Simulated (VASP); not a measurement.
# AlGa3N4 (P-43m) in VASP: notebook, part 2 of 2

VASP 6.6.1.

## 3. Relaxation of cell and atoms, LDA

This run uses another cell than the first one, of 11.18 Å³/atom, 1.031 times its volume.

Contents of INCAR:

```
SYSTEM = AlGa3N4
PREC     = Accurate       ! precision mode
ENCUT    = 600            ! plane-wave cutoff, eV
EDIFF    = 1E-6           ! SCF threshold, eV
ISMEAR   = 0              ! smearing method
SIGMA    = 0.02           ! smearing width, eV
LREAL    = .False.        ! projectors in reciprocal space
LASPH    = .True.         ! aspherical terms in the spheres
NELM     = 60             ! most SCF steps
ALGO     = Normal         ! electronic algorithm
ISIF     = 3              ! what is computed and relaxed
LWAVE    = .False.        ! write WAVECAR
LCHARG   = .False.        ! write CHGCAR
IBRION   = 2              ! ionic algorithm
NSW      = 100            ! ionic steps
EDIFFG   = -0.005         ! ionic threshold
```

Contents of KPOINTS:

```
Automatic mesh
0
Gamma
  6 6 6
  0 0 0
```

Contents of POSCAR:

```
AlGa3N4
1.0
    4.4716853600      0.0000000000      0.0000000000
    0.0000000000      4.4716853600      0.0000000000
    0.0000000000      0.0000000000      4.4716853600
Al Ga N
1 3 4
Direct
    0.0000000000      0.0000000000      0.0000000000
    0.5000000000      0.5000000000      0.0000000000
    0.5000000000      0.0000000000      0.5000000000
    0.0000000000      0.5000000000      0.5000000000
    0.7557144200      0.7557144200      0.2442855800
    0.7557144200      0.2442855800      0.7557144200
    0.2442855800      0.7557144200      0.7557144200
    0.2442855800      0.2442855800      0.2442855800
```

Potentials or basis: VASP PAW LDA potentials, release 64 (Al, Ga_d, N).

Launch:

```sh
cat potpaw_LDA.64/Al/POTCAR potpaw_LDA.64/Ga_d/POTCAR potpaw_LDA.64/N/POTCAR > POTCAR
mpirun -np 1 vasp_std > vasp.out
```

OUTCAR:

```text
SYSTEM = AlGa3N4
   PREC = Accurate
   ENCUT = 600
   EDIFF = 1E-6
   ISMEAR = 0
   LREAL = .False.
   LASPH = .True.
   NELM = 60
   ISIF = 3
   IBRION = 2
   NSW = 100
   EDIFFG = -0.005

 ion  position               nearest neighbor table
   1  0.000  0.000  0.000-   5 1.89   6 1.89   7 1.89   8 1.89
   2  0.500  0.500  0.000-   5 1.95   6 1.95   7 1.95   8 1.95
   3  0.500  0.000  0.500-   5 1.95   6 1.95   7 1.95   8 1.95
   4  0.000  0.500  0.500-   5 1.95   6 1.95   7 1.95   8 1.95
   5  0.756  0.756  0.244-   1 1.89   2 1.95   3 1.95   4 1.95
   6  0.756  0.244  0.756-   1 1.89   2 1.95   3 1.95   4 1.95
   7  0.244  0.756  0.756-   1 1.89   2 1.95   3 1.95   4 1.95
   8  0.244  0.244  0.244-   1 1.89   2 1.95   3 1.95   4 1.95

  LATTYP: Found a simple cubic cell.
 ALAT       =     4.4716853600

  Lattice vectors:

 A1 = (   4.4716853600,   0.0000000000,   0.0000000000)
 A2 = (   0.0000000000,   4.4716853600,   0.0000000000)
 A3 = (   0.0000000000,   0.0000000000,   4.4716853600)

Analysis of symmetry for initial positions (statically):
=====================================================================
 Subroutine PRICEL returns:
 Original cell was already a primitive cell.

 Routine SETGRP: Setting up the symmetry group for a
 simple cubic supercell.

 Subroutine GETGRP returns: Found 24 space group operations
 (whereof 24 operations were pure point group operations)
 out of a pool of 48 trial point group operations.

The static configuration has the point symmetry T_d .

Analysis of symmetry for dynamics (positions and initial velocities):
=====================================================================
 Subroutine PRICEL returns:
 Original cell was already a primitive cell.

 Routine SETGRP: Setting up the symmetry group for a
 simple cubic supercell.

 Subroutine GETGRP returns: Found 24 space group operations
 (whereof 24 operations were pure point group operations)
 out of a pool of 48 trial point group operations.

The dynamic configuration has the point symmetry T_d .

 Subroutine INISYM returns: Found 24 space group operations
 (whereof 24 operations are pure point group operations),
 and found     1 'primitive' translations

[... 113 lines left out ...]
   NUPDOWN=      -1.0000    fix difference up-down
   EMIN   =  10.00;   EMAX   =-10.00  energy-range for DOS
   EFERMI =   0.00;   METHOD = LEGACY
   ISMEAR =     0;   SIGMA  =   0.02  broadening in eV -4-tet -1-fermi 0-gaus
   EFERMI_NEDOS =   21; number of points for ismear=-14 and -15
   IALGO  =     38    algorithm
   IMIX   =      4    mixing-type and parameters
     AMIX     =   0.40;   BMIX     =  1.00
     AMIX_MAG =   1.60;   BMIX_MAG =  1.00
  volume/ion in A,a.u.               =      11.18        75.43
  Fermi-wavevector in a.u.,A,eV,Ry     =   1.448997  2.738207 28.566688  2.099592
  Thomas-Fermi vector in A             =   2.566774
   LORBIT       =      0    0 simple, 1 ext, 2 COOP (PROOUT), +10 PAW based schemes
   GGA     = CA    functional components
   LHFCALC =     F    Hartree Fock is set to
   AEXX    =    0.0000 exact exchange contribution
   IVDW    =     0    specifies the selected vdW correction
   LEPSILON=     F    determine dielectric tensor
   LRPA    =     F    only Hartree local field effects (RPA)
 conjugate gradient relaxation of ions
 non-spin polarized calculation
 Gauss-broadening in eV      SIGMA  =   0.02
  energy-cutoff  :      600.00
  volume of cell :       89.42
 maximum number of plane-waves:      3016
 NGX is ok and might be reduce to    36
   NGX = 17   NGY = 17   NGZ = 17

--------------------------------------- Ionic step        1  -------------------------------------------

 number of electron      61.9999967 magnetization

 Free energy of the ion-electron system (eV)
  ---------------------------------------------------
  ext. energy  EPLUGINS =         0.00000000
  ---------------------------------------------------
  free energy    TOTEN  =       -58.16623521 eV

  energy without entropy =      -58.16623521  energy(sigma->0) =      -58.16623521

------------------------ aborting loop because EDIFF is reached ----------------------------------------

  FORCE on cell =-STRESS in cart. coord.  units (eV):
  Direction    XX          YY          ZZ          XY          YZ          ZX
  --------------------------------------------------------------------------------------
  -------------------------------------------------------------------------------------
  Total       -2.8076583     -2.8076583     -2.8076583      0.0000000      0.0000000      0.0000000
  in kB      -50.3084718    -50.3084718    -50.3084718      0.0000000      0.0000000      0.0000000
  external PRESSURE =     -50.3084718 kB  Pullay stress =       0.0000000 kB
[... 281 lines left out ...]
--------------------------------------- Ionic step        8  -------------------------------------------

 number of electron      61.9999938 magnetization

 Free energy of the ion-electron system (eV)
  ---------------------------------------------------
  ext. energy  EPLUGINS =         0.00000000
  ---------------------------------------------------
  free energy    TOTEN  =       -58.20452138 eV

  energy without entropy =      -58.20452138  energy(sigma->0) =      -58.20452138

 E-fermi :   5.5442     XC(G=0): -12.0585

 val. band max:        5.4341020105   @ k =   0.0000   0.0000   0.0000
 cond. band min:       7.9750068886   @ k =   0.0000   0.0000   0.0000
 fundamental gap:      2.5409048780
 Fermi energy:         5.5441599700

 k-point     1 :       0.0000    0.0000    0.0000
  band No.  band energies     occupation
      1     -10.3093      2.00000
      2      -9.0352      2.00000
      3      -9.0352      2.00000
      4      -9.0352      2.00000
      5      -7.8483      2.00000
      6      -7.8218      2.00000
[... 824 lines left out ...]
  FREE ENERGIE OF THE ION-ELECTRON SYSTEM (eV)
  ---------------------------------------------------
  free  energy   TOTEN  =       -58.2045213753 eV

  energy  without entropy=      -58.2045213753  energy(sigma->0) =      -58.20452138

 reached required accuracy - stopping structural energy minimisation
```

It took 7.1 min on 1 thread of Intel Xeon 8259CL, shared host; peak memory 0.22 GiB.

What came out:

```yaml
Free_energy: -58.2045 eV
Relaxed_volume: 10.89 Å³/atom
Relaxed_cell: a = 4.433 Å, b = 4.433 Å, c = 4.433 Å, α = 90.00°, β = 90.00°, γ = 90.00°
Space_group_after_relaxing_to_0.05_Å: P-43m (No. 215)
Energy_gained_by_relaxing: 4.8 meV/atom
Ionic_steps: 8
Pressure_after_relaxing: 0.0 GPa
Band_gap_on_the_k_mesh: 2.54 eV, direct
```

The path:
| step | energy change (eV) | largest force (eV/Å) | pressure (GPa) | volume (Å³) |
| --- | --- | --- | --- | --- |
| 1 | 0.0000 | 0.1484 | -5.03 | 89.42 |
| 2 | -0.0020 | 0.0422 | 5.46 | 84.95 |
| 3 | -0.0380 | 0.0585 | 0.01 | 87.11 |
| 4 | -0.0380 | 0.0560 | 0.17 | 87.07 |
| 5 | -0.0383 | 0.0120 | 0.06 | 87.09 |
| 6 | -0.0383 | 0.0008 | 0.11 | 87.09 |
| 7 | -0.0383 | 0.0028 | -0.17 | 87.17 |
| 8 | -0.0383 | 0.0005 | 0.01 | 87.13 |

Final structure:
```xyz
8
Lattice="4.4333 0.0000 0.0000 0.0000 4.4333 0.0000 0.0000 0.0000 4.4333" Properties=species:S:1:pos:R:3 pbc="T T T"
Al    4.4333    0.0000    0.0000
Ga    2.2166    2.2166    0.0000
Ga    2.2166    0.0000    2.2166
Ga    0.0000    2.2166    2.2166
N     3.3470    3.3470    1.0863
N     3.3470    1.0863    3.3470
N     1.0863    3.3470    3.3470
N     1.0863    1.0863    1.0863
```

## 4. Relaxation of cell and atoms, LDA

This run uses another cell than the first one, of 11.18 Å³/atom, 1.031 times its volume.

INCAR is that of step 3.

KPOINTS is that of step 3.

POSCAR is that of step 3.

Launch:

```sh
cat potpaw_LDA.64/Al/POTCAR potpaw_LDA.64/Ga_d/POTCAR potpaw_LDA.64/N/POTCAR > POTCAR
mpirun -np 1 vasp_std > vasp.out
```

Run time: 4 min. Hardware: 1 thread of Intel Xeon Platinum 8259CL at 2.50GHz (Skylake/Cascade Lake), shared host; peak memory 0.22 GiB.

The run converged. Its results:

- Free energy: -58.2045 eV
- Relaxed volume: 10.89 Å³/atom
- Relaxed cell: a = 4.433 Å, b = 4.433 Å, c = 4.433 Å, α = 90.00°, β = 90.00°, γ = 90.00°
- Space group after relaxing (to 0.05 Å): P-43m (No. 215)
- Energy gained by relaxing: 4.8 meV/atom
- Ionic steps: 8
- Pressure after relaxing: 0.0 GPa
- Band gap on the k mesh: 2.54 eV, direct

Step by step:
```tsv
step	energy change (eV)	largest force (eV/Å)	pressure (GPa)	volume (Å³)
1	0.0000	0.1484	-5.03	89.42
2	-0.0020	0.0422	5.46	84.95
3	-0.0380	0.0585	0.01	87.11
4	-0.0380	0.0560	0.17	87.07
5	-0.0383	0.0120	0.06	87.09
6	-0.0383	0.0008	0.11	87.09
7	-0.0383	0.0028	-0.17	87.17
8	-0.0383	0.0005	0.01	87.13
```

Final structure:
```
CELL_PARAMETERS angstrom
4.43329 0.00000 0.00000
0.00000 4.43329 0.00000
0.00000 0.00000 4.43329
ATOMIC_POSITIONS crystal
Al 0.00000 0.00000 0.00000
Ga 0.50000 0.50000 0.00000
Ga 0.50000 0.00000 0.50000
Ga 0.00000 0.50000 0.50000
N 0.75496 0.75496 0.24504
N 0.75496 0.24504 0.75496
N 0.24504 0.75496 0.75496
N 0.24504 0.24504 0.24504
```

Levels at points of the mesh, in eV from the valence-band top:
```
           k point  band 28  band 29  band 30  band 31  band 32  band 33  band 34  band 35
(0.00, 0.00, 0.00)    -2.54     0.00     0.00     0.00     2.54     3.37     3.37     3.37
(0.50, 0.00, 0.00)    -1.53    -1.53    -1.23    -1.23     4.96     5.05     6.19     6.19
(0.50, 0.50, 0.00)    -1.02    -0.96    -0.96    -0.65     6.81     6.99     6.99     7.33
(0.50, 0.50, 0.50)    -0.78    -0.70    -0.70    -0.70     5.08     5.08     5.08     6.35
```

A hybrid or GW would open this gap; LDA tends to underestimate it.

## 5. Single point, LDA

This run uses another cell than the first one, of 11.18 Å³/atom, 1.031 times its volume.

Contents of INCAR:

```
ALGO = Normal ; EDIFF = 1E-6
ENCUT = 910 ; GGA = CA
GGA_COMPAT = False ; ISIF = 2
ISMEAR = 0 ; LASPH = True
LCHARG = True ; LELF = True
LREAL = False ; LVHAR = True
LWAVE = False ; NBANDS = 41
NELM = 120 ; PREC = Accurate
SIGMA = 0.1
```

Contents of KPOINTS:

```
k-points
0
Gamma
  4 4 4
```

POSCAR is that of step 4.

Potentials or basis: VASP PAW LDA potentials, release 64 (Al, Ga_d, N_h).

Launch:

```sh
cat potpaw_LDA.64/Al/POTCAR potpaw_LDA.64/Ga_d/POTCAR potpaw_LDA.64/N_h/POTCAR > POTCAR
mpirun -np 1 vasp_std > vasp.out
```

It took 70 s on 1 thread of Intel Xeon Platinum 8559C (Emerald Rapids), shared host; peak memory 0.29 GiB.

Results (log left out):

* Free energy: -58.1727 eV
* Pressure: -5.1 GPa
* Largest force: 0.147 eV/Å
* Band gap on the k mesh: 2.36 eV, direct

Forces on the atoms (eV/Å):
```
Al   0.000  0.000  0.000
Ga   0.000  0.000  0.000
Ga   0.000  0.000  0.000
Ga   0.000  0.000  0.000
N   -0.085 -0.085  0.085
N   -0.085  0.085 -0.085
N    0.085 -0.085 -0.085
N    0.085  0.085  0.085
```

Levels at points of the mesh, in eV from the valence-band top:
| k point | band 29 | band 30 | band 31 | band 32 | band 33 | band 34 |
| --- | --- | --- | --- | --- | --- | --- |
| (0.00, 0.00, 0.00) | 0.00 | 0.00 | 0.00 | 2.36 | 3.37 | 3.37 |
| (0.50, 0.00, 0.00) | -1.47 | -1.19 | -1.19 | 4.85 | 4.95 | 6.14 |
| (0.50, 0.50, 0.00) | -0.94 | -0.94 | -0.61 | 6.57 | 6.76 | 6.76 |
| (0.50, 0.50, 0.50) | -0.68 | -0.68 | -0.68 | 4.88 | 4.88 | 4.88 |

Caveat: the cutoff is under 1.25 times the usual one of these potentials, so pressure, stress and relaxed cells hold a basis-set (Pulay) error. As with any semilocal functional, this LDA gap is likely too small.

## 6. Single point, LDA

Contents of INCAR:

```
SYSTEM = AlGa3N4
PREC = Accurate
ENCUT = 910
EDIFF = 1E-6
ISMEAR = 0
SIGMA = 0.01
LREAL = .FALSE.
LASPH = .TRUE.
NELM = 120
ALGO = Normal
ISIF = 2
LWAVE = .FALSE.
LCHARG = .TRUE.
GGA = CA
LELF = .TRUE.
LVHAR = .TRUE.
NBANDS = 41
GGA_COMPAT = .FALSE.
```

Contents of KPOINTS:

```
Automatic mesh
0
G
  6 6 6
  0 0 0
```

Contents of POSCAR:

```
AlGa3N4
1.0
    4.4269712055      0.0000000000      0.0000000000
    0.0000000000      4.4269712055      0.0000000000
    0.0000000000      0.0000000000      4.4269712055
Al Ga N
1 3 4
Direct
    0.0000000000      0.0000000000      0.0000000000
    0.5000000000      0.5000000000      0.0000000000
    0.5000000000      0.0000000000      0.5000000000
    0.0000000000      0.5000000000      0.5000000000
    0.7548198294      0.7548198294      0.2451801706
    0.7548198294      0.2451801706      0.7548198294
    0.2451801706      0.7548198294      0.7548198294
    0.2451801706      0.2451801706      0.2451801706
```

Potentials or basis: VASP PAW LDA potentials, release 64 (Al, Ga_d, N_h).

Launch:

```sh
cat potpaw_LDA.64/Al/POTCAR potpaw_LDA.64/Ga_d/POTCAR potpaw_LDA.64/N_h/POTCAR > POTCAR
mpirun -np 1 vasp_std > vasp.out
```

Wall time 3.1 min (1 thread of Intel Xeon Platinum 8259CL at 2.50GHz (Skylake/Cascade Lake), shared host); peak memory 0.34 GiB.

The run converged. Its results:

| Quantity | Value |
| --- | --- |
| Free energy | -58.2093 eV |
| Pressure | 0.8 GPa |
| Largest force | 0.029 eV/Å |
| Band gap on the k mesh | 2.57 eV, direct |

Forces in eV/Å, atoms in the order of the input:
```
Al   0.000  0.000  0.000
Ga   0.000  0.000  0.000
Ga   0.000  0.000  0.000
Ga   0.000  0.000  0.000
N    0.016  0.016 -0.016
N    0.016 -0.016  0.016
N   -0.016  0.016  0.016
N   -0.016 -0.016 -0.016
```

Levels at points of the mesh, in eV from the valence-band top:
| k point | band 28 | band 29 | band 30 | band 31 | band 32 | band 33 | band 34 | band 35 |
| --- | --- | --- | --- | --- | --- | --- | --- | --- |
| (0.00, 0.00, 0.00) | -2.55 | 0.00 | 0.00 | 0.00 | 2.57 | 3.37 | 3.37 | 3.37 |
| (0.50, 0.00, 0.00) | -1.54 | -1.54 | -1.24 | -1.24 | 4.98 | 5.07 | 6.20 | 6.20 |
| (0.50, 0.50, 0.00) | -1.02 | -0.97 | -0.97 | -0.66 | 6.85 | 7.03 | 7.03 | 7.35 |
| (0.50, 0.50, 0.50) | -0.79 | -0.71 | -0.71 | -0.71 | 5.12 | 5.12 | 5.12 | 6.38 |

Caveat: the cutoff is under 1.25 times the usual one of these potentials, so pressure, stress and relaxed cells hold a basis-set (Pulay) error.

## 7. Single point, LDA

Contents of INCAR:

```
ALGO     = Normal         # electronic algorithm
EDIFF    = 1E-7           # SCF threshold, eV
ENCUT    = 520            # plane-wave cutoff, eV
ISIF     = 2              # what is computed and relaxed
ISMEAR   = 0              # smearing method
LASPH    = True           # aspherical terms in the spheres
LCHARG   = True           # write CHGCAR
LELF     = True           # ELF
LREAL    = False          # projectors in reciprocal space
LVHAR    = True         
LWAVE    = False          # write WAVECAR
NBANDS   = 41             # bands
NELM     = 100            # most SCF steps
PREC     = Accurate       # precision mode
SIGMA    = 0.01           # smearing width, eV
```

Contents of KPOINTS:

```
k-points
0
Gamma
  6 6 6
```

POSCAR is that of step 6.

Potentials or basis: VASP PAW LDA potentials, release 64 (Al, Ga_d, N).

Launch:

```sh
cat potpaw_LDA.64/Al/POTCAR potpaw_LDA.64/Ga_d/POTCAR potpaw_LDA.64/N/POTCAR > POTCAR
mpirun -np 1 vasp_std > vasp.out
```

Run time: 38 s. Hardware: 1 thread of Intel Xeon 6975P-C (Granite Rapids), shared host; peak memory 0.2 GiB.

It converged, with:

```yaml
Free_energy: -58.1986 eV
Pressure: 1.0 GPa
Largest_force: 0.029 eV/Å
Band_gap_on_the_k_mesh: 2.57 eV, direct
```

Forces on the atoms (eV/Å):
```
Al   0.000  0.000  0.000
Ga   0.000  0.000  0.000
Ga   0.000  0.000  0.000
Ga   0.000  0.000  0.000
N    0.017  0.017 -0.017
N    0.017 -0.017  0.017
N   -0.017  0.017  0.017
N   -0.017 -0.017 -0.017
```

Levels at points of the mesh, in eV from the valence-band top:
```
           k point  band 29  band 30  band 31  band 32  band 33  band 34
(0.00, 0.00, 0.00)     0.00     0.00     0.00     2.57     3.37     3.37
(0.50, 0.00, 0.00)    -1.54    -1.24    -1.24     4.98     5.07     6.20
(0.50, 0.50, 0.00)    -0.97    -0.97    -0.66     6.85     7.03     7.03
(0.50, 0.50, 0.50)    -0.71    -0.71    -0.71     5.11     5.11     5.11
```

## 8. Summary

```tsv
task	potentials or basis	cell	k mesh	cutoff (eV)	smearing	second run	gap on the mesh (eV)	pressure (GPa)	relaxed volume (Å³/atom)	largest force (eV/Å)
relaxation of cell and atoms	VASP PAW LDA potentials, release 64 (Al, Ga_d, N)	relaxed from a = 4.427 Å, 8 atoms	6 × 6 × 6	600	gaussian 0.01 eV	-	2.54	0.0	10.89	-
relaxation of cell and atoms	VASP PAW LDA potentials, release 64 (Al, Ga_d, N)	relaxed from a = 4.472 Å, 8 atoms	6 × 6 × 6	600	gaussian 0.02 eV	-	2.54	0.0	10.89	-
single point	VASP PAW LDA potentials, release 64 (Al, Ga_d, N_h)	a = 4.472 Å, 8 atoms	4 × 4 × 4	910	gaussian 0.1 eV	hard_potentials	2.36	-5.1	-	0.15
single point	VASP PAW LDA potentials, release 64 (Al, Ga_d, N_h)	a = 4.427 Å, 8 atoms	6 × 6 × 6	910	gaussian 0.01 eV	hard_potentials	2.57	0.8	-	0.03
single point	VASP PAW LDA potentials, release 64 (Al, Ga_d, N)	a = 4.427 Å, 8 atoms	6 × 6 × 6	520	gaussian 0.01 eV	-	2.57	1.0	-	0.03
```

Alike in all rows: level LDA; no spin polarisation.

Caveats: the cutoff is under 1.25 times the usual one of these potentials, so pressure, stress and relaxed cells hold a basis-set (Pulay) error (some runs).

Total energies depend on the potentials used, so only differences within one code and one set of settings carry meaning.
